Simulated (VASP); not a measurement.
Here is a VASP 6.6.1 calculation.

File INCAR:

```
PREC = Accurate ; ENCUT = 750
EDIFF = 1E-7 ; ISMEAR = 0
SIGMA = 0.01 ; LREAL = F
LASPH = T ; NELM = 120
ALGO = Normal ; ISIF = 3
LWAVE = F ; LCHARG = F
GGA = PS ; IBRION = 2
NSW = 100 ; EDIFFG = -0.002
PSTRESS = 40.0 ; GGA_COMPAT = F
NELMIN = 4
```

The input KPOINTS:

```
regular mesh
0
Gamma
  8 8 8
```

The input POSCAR:

```
LiBr
1.0
    2.7061252976      2.7061252976      0.0000000000
   -2.7061252976      2.7061252976      0.0000000000
    0.0000000000      2.7061252976      2.7061252976
Li Br
1 1
Direct
    0.0000000000      0.0000000000      0.0000000000
    0.5000000000      0.5000000000      0.0000000000
```

Potentials or basis: VASP PAW PBE potentials, release 64 (Li_sv, Br).

Command:

```console
$ cat potpaw_PBE.64/Li_sv/POTCAR potpaw_PBE.64/Br/POTCAR > POTCAR
$ mpirun -np 1 vasp_std > vasp.out
```

**Question.** What does it give for the relaxed volume?

**Answer.** 17.76 Å³/atom.

**Question.** What does it give for the relaxed cell?

**Answer.** a = 3.689 Å, b = 3.689 Å, c = 3.689 Å, α = 60.00°, β = 60.00°, γ = 90.00°.

**Question.** Estimate the band gap on the k mesh.

**Answer.** 5.52 eV, indirect (least direct gap 5.55 eV).

**Question.** What does it give for the space group after relaxing (to 0.05 Å)?

**Answer.** Fm-3m (No. 225).

Step by step:
```csv
step,energy change (eV),largest force (eV/Å),pressure (GPa),volume (Å³)
1,0.0000,0.0000,-0.05,39.63
2,0.0196,0.0000,2.45,36.83
3,0.0437,0.0000,3.89,35.60
4,0.0460,0.0000,4.01,35.51
```

Caveat: the cell is relaxed towards a set pressure, so the enthalpy falls and the energy may rise; the PAW data sets were made with another functional, which shifts forces and pressure a little. A k mesh can miss the band edges.
